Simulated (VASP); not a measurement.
# Bi (Immm) in VASP: a series of runs

Runs on Bi. Level: PBE+D3(BJ). Tasks: single point.

Everything below comes from runs of VASP 6.6.1. Logs are shortened: lines on timing, memory, paths and dates and some standing lists are left out, and cuts for length are marked.

## (1) The cell of the first run

The structure is orthorhombic, space group Immm (No. 71). Conventional cell: a = 3.522 Å, b = 4.110 Å, c = 4.125 Å, α = 90.00°, β = 90.00°, γ = 90.00°. Bi (site symmetry mmm) has 14 Bi at 3.40 to 4.12 Å within 4.5 Å.

## (2) Single point, PBE+D3(BJ)

File INCAR:

```
SYSTEM = Bi
PREC     = Accurate       ! precision mode
ENCUT    = 520            ! plane-wave cutoff, eV
EDIFF    = 1E-6           ! SCF threshold, eV
ISMEAR   = 0              ! smearing method
SIGMA    = 0.15           ! smearing width, eV
LREAL    = .FALSE.        ! projectors in reciprocal space
LASPH    = .TRUE.         ! aspherical terms in the spheres
NELM     = 60             ! most SCF steps
ALGO     = Fast           ! electronic algorithm
ISIF     = 2              ! what is computed and relaxed
LWAVE    = .FALSE.        ! write WAVECAR
LCHARG   = .FALSE.        ! write CHGCAR
GGA      = PE             ! functional
IVDW     = 12             ! dispersion correction
NBANDS   = 14             ! bands
```

File KPOINTS:

```
regular mesh
0
G
  16 16 16
  0 0 0
```

File POSCAR:

```
Bi
1.0
   -1.7610727553      2.0549931039      2.0623411126
    1.7610727553     -2.0549931039      2.0623411126
    1.7610727553      2.0549931039     -2.0623411126
Bi
1
Direct
    0.0000000000      0.0000000000      0.0000000000
```

Potentials or basis: VASP PAW PBE potentials, release 64 (Bi_d).

Run with:

```console
$ cat potpaw_PBE.64/Bi_d/POTCAR > POTCAR
$ mpirun -np 1 vasp_std > vasp.out
```

OUTCAR:

```text
SYSTEM = Bi
   PREC = Accurate
   ENCUT = 520
   EDIFF = 1E-6
   ISMEAR = 0
   LREAL = .FALSE.
   LASPH = .TRUE.
   NELM = 60
   ISIF = 2
   GGA = PE
   IVDW = 12
 IVDW          = 12

 ion  position               nearest neighbor table
   1  0.000  0.000  0.000-

  LATTYP: Found a body centered orthorhombic cell.
 ALAT       =     3.5221455106
 B/A-ratio  =     1.1668984701
 C/A-ratio  =     1.1710709318

  Lattice vectors:

 A1 = (  -1.7610727553,   2.0549931039,   2.0623411126)
 A2 = (   1.7610727553,  -2.0549931039,   2.0623411126)
 A3 = (   1.7610727553,   2.0549931039,  -2.0623411126)

Analysis of symmetry for initial positions (statically):
=====================================================================
 Subroutine PRICEL returns:
 Original cell was already a primitive cell.

 Routine SETGRP: Setting up the symmetry group for a
 body centered orthorhombic supercell.

 Subroutine GETGRP returns: Found  8 space group operations
 (whereof  8 operations were pure point group operations)
 out of a pool of  8 trial point group operations.

The static configuration has the point symmetry D_2h.

Analysis of symmetry for dynamics (positions and initial velocities):
=====================================================================
 Subroutine PRICEL returns:
 Original cell was already a primitive cell.

 Routine SETGRP: Setting up the symmetry group for a
 body centered orthorhombic supercell.

 Subroutine GETGRP returns: Found  8 space group operations
 (whereof  8 operations were pure point group operations)
 out of a pool of  8 trial point group operations.

The dynamic configuration has the point symmetry D_2h.

 Subroutine INISYM returns: Found  8 space group operations
 (whereof  8 operations are pure point group operations),
 and found     1 'primitive' translations

----------------------------------------------------------------------------------------

                                     Primitive cell

  volume of cell :      29.8544

  direct lattice vectors                    reciprocal lattice vectors
    -1.761072755  2.054993104  2.062341113     0.000000000  0.243309819  0.242442919
     1.761072755 -2.054993104  2.062341113     0.283917855  0.000000000  0.242442919
     1.761072755  2.054993104 -2.062341113     0.283917855  0.243309819  0.000000000

  length of vectors
     3.402590891  3.402590891  3.402590891     0.343479602  0.373346913  0.373910439

  position of ions in fractional coordinates (direct lattice)
     0.000000000  0.000000000  0.000000000

  ion indices of the primitive-cell ions
   primitive index   ion index
                 1           1

----------------------------------------------------------------------------------------

 KPOINTS: regular mesh

Automatic generation of k-mesh.
 Grid dimensions read from file:
 generate k-points for:   16   16   16

 Generating k-lattice:

  Cartesian coordinates                     Fractional coordinates (reciprocal lattice)
     0.000000000  0.015206864  0.015152682     0.062500000  0.000000000  0.000000000
     0.017744866  0.000000000  0.015152682     0.000000000  0.062500000  0.000000000
     0.017744866  0.015206864  0.000000000     0.000000000  0.000000000  0.062500000

  Length of vectors
     0.021467475  0.023334182  0.023369402

  Shift w.r.t. Gamma in fractional coordinates (k-lattice)
     0.000000000  0.000000000  0.000000000

 Subroutine IBZKPT returns following result:
 ===========================================

 Found    621 irreducible k-points:

 Following reciprocal coordinates:
            Coordinates               Weight
  0.000000  0.000000  0.000000      1.000000
  0.062500 -0.000000  0.000000      4.000000
  0.125000 -0.000000  0.000000      4.000000
  0.187500 -0.000000  0.000000      4.000000
  0.250000 -0.000000  0.000000      4.000000
  0.312500 -0.000000  0.000000      4.000000
[... 16 lines left out ...]
 -0.187500  0.062500 -0.000000      8.000000
 -0.125000  0.062500 -0.000000      8.000000
 [... further k-points ...]
   k-points           NKPTS =    621   k-points in BZ     NKDIM =    621   number of bands    NBANDS=     14
   number of dos      NEDOS =    301   number of ions     NIONS =      1
   total plane-waves  NPLWV =  21952
   dimension x,y,z NGX =    28 NGY =   28 NGZ =   28
   dimension x,y,z NGXF=    56 NGYF=   56 NGZF=   56
   ions per type =               1
   NGX,Y,Z   is equivalent  to a cutoff of  13.68, 13.68, 13.68 a.u.
   NGXF,Y,Z  is equivalent  to a cutoff of  27.36, 27.36, 27.36 a.u.
 SYSTEM =  Bi
   PREC   = accura    normal or accurate (medium, high low for compatibility)
   ISTART =      0    job   : 0-new  1-cont  2-samecut
   ICHARG =      2    charge: 1-file 2-atom 10-const
   ISPIN  =      1    spin polarized calculation?
   LNONCOLLINEAR =      F non collinear calculations
   LSORBIT =      F    spin-orbit coupling
   LASPH  =      T    aspherical Exc in radial PAW
[... 68 lines left out ...]
      8      13.2738      0.00000
      9      14.6901      0.00000
     10      17.5494      0.00000
     11      18.5269      0.00000
     12      18.8819      0.00000
     13      18.9321      0.00000
     14      20.5120      0.00000

 k-point     2 :       0.0625   -0.0000    0.0000
  band No.  band energies     occupation
      1     -14.6454      2.00000
      2     -14.5976      2.00000
      3     -14.5893      2.00000
      4     -14.5509      2.00000
      5     -14.4525      2.00000
      6      -5.3239      2.00000
      7      12.3739      0.00000
      8      13.3021      0.00000
      9      14.5017      0.00000
     10      17.9347      0.00000
     11      18.4961      0.00000
     12      18.7556      0.00000
     13      19.3261      0.00000
     14      20.1713      0.00000

 k-point     3 :       0.1250   -0.0000    0.0000
  band No.  band energies     occupation
      1     -14.6334      2.00000
      2     -14.6008      2.00000
      3     -14.5688      2.00000
      4     -14.5563      2.00000
      5     -14.4572      2.00000
      6      -5.1251      2.00000
      7      10.6566      0.00000
      8      13.3839      0.00000
      9      14.0219      0.00000
     10      17.7516      0.00000
     11      18.4275      0.00000
     12      18.5273      0.00000
     13      19.6320      0.00000
     14      21.0735      0.00000

 k-point     4 :       0.1875   -0.0000    0.0000
  band No.  band energies     occupation
      1     -14.6166      2.00000
      2     -14.6055      2.00000
      3     -14.5635      2.00000
      4     -14.5378      2.00000
      5     -14.4642      2.00000
      6      -4.7989      2.00000
      7       8.8376      0.00080
      8      13.4122      0.00000
      9      13.4869      0.00000
     10      17.3025      0.00000
     11      18.1380      0.00000
     12      18.7387      0.00000
     13      19.1407      0.00000
     14      23.0553      0.00000

 k-point     5 :       0.2500   -0.0000    0.0000
  band No.  band energies     occupation
      1     -14.6111      2.00000
      2     -14.6013      2.00000
      3     -14.5679      2.00000
      4     -14.5011      2.00000
      5     -14.4723      2.00000
      6      -4.3562      2.00000
      7       7.1037      2.00000
      8      12.8002      0.00000
      9      13.5708      0.00000
     10      16.8960      0.00000
     11      18.0149      0.00000
[... 276 lines left out ...]
 k-point    22 :      -0.2500    0.0625   -0.0000
  band No.  band energies     occupation
      1     -14.6117      2.00000
      2     -14.6046      2.00000
      3     -14.5629      2.00000
      4     -14.5169      2.00000
      5     -14.4694      2.00000
      6      -4.5280      2.00000
      7       7.9700      2.00000
      8      12.5074      0.00000
      9      13.2629      0.00000
     10      17.3966      0.00000
     11      17.6419      0.00000
     12      19.2290      0.00000
     13      19.7482      0.00000
     14      22.6599      0.00000

 k-point    23 :      -0.1875    0.0625   -0.0000
  band No.  band energies     occupation
      1     -14.6265      2.00000
      2     -14.6009      2.00000
      3     -14.5587      2.00000
      4     -14.5487      2.00000
      5     -14.4619      2.00000
      6      -4.9136      2.00000
      7       9.7296      0.00000
      8      12.9694      0.00000
      9      13.3812      0.00000
     10      17.5922      0.00000
     11      17.9903      0.00000
     12      18.9869      0.00000
     13      19.9628      0.00000
     14      21.5835      0.00000

 k-point    24 :      -0.1250    0.0625   -0.0000
  band No.  band energies     occupation
      1     -14.6391      2.00000
      2     -14.5970      2.00000
      3     -14.5794      2.00000
      4     -14.5491      2.00000
      5     -14.4562      2.00000
      6      -5.1767      2.00000
      7      11.4945      0.00000
      8      13.0142      0.00000
      9      13.8587      0.00000
     10      17.8950      0.00000
     11      18.2472      0.00000
     12      18.7078      0.00000
     13      19.9699      0.00000
     14      20.3296      0.00000

 [... further k-points ...]

------------------------ aborting loop because EDIFF is reached ----------------------------------------

 Edisp (eV)   -0.52829

 E8    (eV) :    -0.2597

  FORCE on cell =-STRESS in cart. coord.  units (eV):
  Direction    XX          YY          ZZ          XY          YZ          ZX
  --------------------------------------------------------------------------------------
  -------------------------------------------------------------------------------------
  Total       0.25385     0.16173     0.14826     0.00000     0.00000     0.00000
  in kB      13.62339     8.67945     7.95654     0.00000     0.00000     0.00000
  external pressure =       10.09 kB  Pullay stress =        0.00 kB

 VOLUME and BASIS-vectors are now :
 -----------------------------------------------------------------------------
  energy-cutoff  :      520.00
  volume of cell :       29.85
      direct lattice vectors                 reciprocal lattice vectors
    -1.761072755  2.054993104  2.062341113     0.000000000  0.243309819  0.242442919
     1.761072755 -2.054993104  2.062341113     0.283917855  0.000000000  0.242442919
     1.761072755  2.054993104 -2.062341113     0.283917855  0.243309819  0.000000000

 POSITION                                       TOTAL-FORCE (eV/Angst)
 -----------------------------------------------------------------------------------
      0.00000      0.00000      0.00000        -0.000000      0.000000      0.000000
 -----------------------------------------------------------------------------------
    total drift:                               -0.000000     -0.000000     -0.000000

  FREE ENERGIE OF THE ION-ELECTRON SYSTEM (eV)
  ---------------------------------------------------
  free  energy   TOTEN  =        -4.2565646136 eV

  energy  without entropy=       -4.2500936801  energy(sigma->0) =       -4.25332915
```

Run time: 3.4 min. Hardware: 1 thread of Intel Xeon Platinum 8488C (Sapphire Rapids), shared host; peak memory 0.35 GiB.

What came out:

```yaml
Free_energy: -4.2566 eV
Pressure: 1.0 GPa
Dispersion_energy_per_atom: -0.528 eV
```

Stress tensor (GPa, compression positive):
```
1.36 0.00 0.00
0.00 0.87 0.00
0.00 0.00 0.80
```

Levels at points of the mesh, in eV from the Fermi level:
```tsv
k point	band 3	band 4	band 5	band 6	band 7	band 8	band 9	band 10	band 11	band 12
(0.00, 0.00, 0.00)	-23.08	-23.03	-22.93	-13.87	4.79	4.79	6.21	9.07	10.04	10.40
(0.50, 0.00, 0.00)	-23.01	-22.98	-22.89	-11.05	-5.56	3.03	5.08	7.68	9.53	10.33
(0.00, 0.50, 0.00)	-22.98	-22.93	-22.87	-10.26	-5.24	1.24	2.72	5.57	6.97	11.87
(0.50, 0.50, 0.00)	-22.97	-22.93	-22.87	-10.25	-5.23	1.21	2.67	5.53	6.92	11.99
(0.50, 0.50, 0.50)	-22.90	-22.90	-22.86	-8.58	-2.75	-2.70	0.07	2.84	4.68	15.82
```

Caveat: the cell differs from its parent crystal (strain +e along x and -e along y -0.0750, strain +e along z and -e/2 along x and y +0.0525); spin-orbit coupling is left out, which moves the levels of the heavy elements; pairwise dispersion overbinds metals, which lowers pressure and volume.

## (3) Single point, PBE+D3(BJ)

File INCAR:

```
ALGO     = Fast           # electronic algorithm
EDIFF    = 1E-6           # SCF threshold, eV
ENCUT    = 520            # plane-wave cutoff, eV
GGA      = PE             # functional
ISIF     = 2              # what is computed and relaxed
ISMEAR   = 0              # smearing method
IVDW     = 12             # dispersion correction
LASPH    = T              # aspherical terms in the spheres
LCHARG   = F              # write CHGCAR
LREAL    = F              # projectors in reciprocal space
LWAVE    = F              # write WAVECAR
NBANDS   = 14             # bands
NELM     = 80             # most SCF steps
PREC     = Accurate       # precision mode
SIGMA    = 0.15           # smearing width, eV
```

File KPOINTS:

```
k-points
0
Gamma
  16 16 16
```

File POSCAR:

```
Bi
1.0
   -1.7341300567      2.3219707539      1.8223061613
    1.7341300567     -2.3219707539      1.8223061613
    1.7341300567      2.3219707539     -1.8223061613
Bi
1
Direct
    0.0000000000      0.0000000000      0.0000000000
```

Potentials or basis: VASP PAW PBE potentials, release 64 (Bi_d).

Run with:

```console
$ cat potpaw_PBE.64/Bi_d/POTCAR > POTCAR
$ mpirun -np 1 vasp_std > vasp.out
```

Wall time 2.1 min (1 thread of Intel Xeon 6975P-C (Granite Rapids), shared host); peak memory 0.35 GiB.

Results (log left out):

- Free energy: -4.2199 eV
- Pressure: 2.0 GPa
- Dispersion energy per atom: -0.537 eV

Stress tensor (GPa, compression positive):
```
2.24 0.00 0.00
0.00 0.89 0.00
0.00 0.00 2.84
```

Levels at points of the mesh, in eV from the Fermi level:
```csv
k point,band 5,band 6,band 7,band 8,band 9,band 10
"(0.00, 0.00, 0.00)",-23.03,-14.04,4.97,5.20,5.84,9.18
"(0.50, 0.00, 0.00)",-22.96,-11.02,-5.69,3.40,4.38,7.91
"(0.00, 0.50, 0.00)",-22.93,-9.85,-4.99,0.45,1.00,4.42
"(0.50, 0.50, 0.00)",-22.96,-10.67,-5.61,2.70,3.79,7.13
"(0.50, 0.50, 0.50)",-22.94,-9.14,-4.34,-0.78,0.28,3.49
```

Caveat: the cell differs from its parent crystal (strain +e along x and -e along y -0.1500, strain +e along z and -e/2 along x and y -0.0700); spin-orbit coupling is left out, which moves the levels of the heavy elements; pairwise dispersion overbinds metals, which lowers pressure and volume.

## (4) Single point, PBE+D3(BJ)

File INCAR:

```
SYSTEM = Bi
PREC     = Accurate       ! precision mode
ENCUT    = 520            ! plane-wave cutoff, eV
EDIFF    = 1E-6           ! SCF threshold, eV
ISMEAR   = 0              ! smearing method
SIGMA    = 0.15           ! smearing width, eV
LREAL    = .FALSE.        ! projectors in reciprocal space
LASPH    = .TRUE.         ! aspherical terms in the spheres
NELM     = 60             ! most SCF steps
ALGO     = Fast           ! electronic algorithm
ISIF     = 2              ! what is computed and relaxed
LWAVE    = .FALSE.        ! write WAVECAR
LCHARG   = .FALSE.        ! write CHGCAR
GGA      = PE             ! functional
IVDW     = 12             ! dispersion correction
NBANDS   = 14             ! bands
```

File KPOINTS:

```
regular mesh
0
G
  16 16 16
  0 0 0
```

File POSCAR:

```
Bi
1.0
   -1.6704473145      2.1113278374      2.0966318199
    1.6704473145     -2.1113278374      2.0966318199
    1.6704473145      2.1113278374     -2.0966318199
Bi
1
Direct
    0.0000000000      0.0000000000      0.0000000000
```

Run with:

```console
$ cat potpaw_PBE.64/Bi_d/POTCAR > POTCAR
$ mpirun -np 1 vasp_std > vasp.out
```

Wall time 2 min (1 thread of Intel Xeon 6975P-C (Granite Rapids), shared host); peak memory 0.34 GiB.

It converged, with:

| Item | Value |
| --- | --- |
| Free energy | -4.2406 eV |
| Pressure | 2.3 GPa |
| Dispersion energy per atom | -0.534 eV |

Stress tensor (GPa, compression positive):
```
4.33 0.00 0.00
0.00 1.25 0.00
0.00 0.00 1.28
```

Levels at points of the mesh, in eV from the Fermi level:
```tsv
k point	band 3	band 4	band 5	band 6	band 7	band 8	band 9	band 10	band 11	band 12
(0.00, 0.00, 0.00)	-23.10	-23.10	-22.98	-14.02	4.26	4.28	6.91	8.43	9.23	10.76
(0.50, 0.00, 0.00)	-23.07	-23.03	-22.94	-11.39	-5.75	3.94	5.57	8.71	9.67	10.64
(0.00, 0.50, 0.00)	-23.02	-22.94	-22.93	-10.08	-5.29	1.09	2.24	5.33	6.63	11.59
(0.50, 0.50, 0.00)	-23.03	-22.94	-22.93	-10.10	-5.31	1.14	2.33	5.40	6.72	11.37
(0.50, 0.50, 0.50)	-22.95	-22.95	-22.91	-8.97	-3.19	-3.09	1.20	2.53	5.65	16.27
```

Caveat: the cell differs from its parent crystal (strain +e along x and -e along y -0.1125, strain +e along z and -e/2 along x and y +0.0700); spin-orbit coupling is left out, which moves the levels of the heavy elements; pairwise dispersion overbinds metals, which lowers pressure and volume.

## (5) Overview

| cell | gap on the mesh (eV) | pressure (GPa) |
| --- | --- | --- |
| a = 3.403 Å, angles 117.7, 105.7, 105.4°, 1 atom | none | 1.0 |
| a = 3.423 Å, angles 119.1, 94.6, 115.7°, 1 atom | none | 2.0 |
| a = 3.412 Å, angles 121.4, 103.6, 104.2°, 1 atom | none | 2.3 |

Alike in all rows: task single point; level PBE+D3(BJ); potentials or basis VASP PAW PBE potentials, release 64 (Bi_d); no spin polarisation; k mesh 16 × 16 × 16; cutoff (eV) 520; smearing gaussian 0.15 eV.

Caveats: spin-orbit coupling is left out, which moves the levels of the heavy elements; pairwise dispersion overbinds metals, which lowers pressure and volume.

Absolute energies hang on the potentials; compare differences alone.
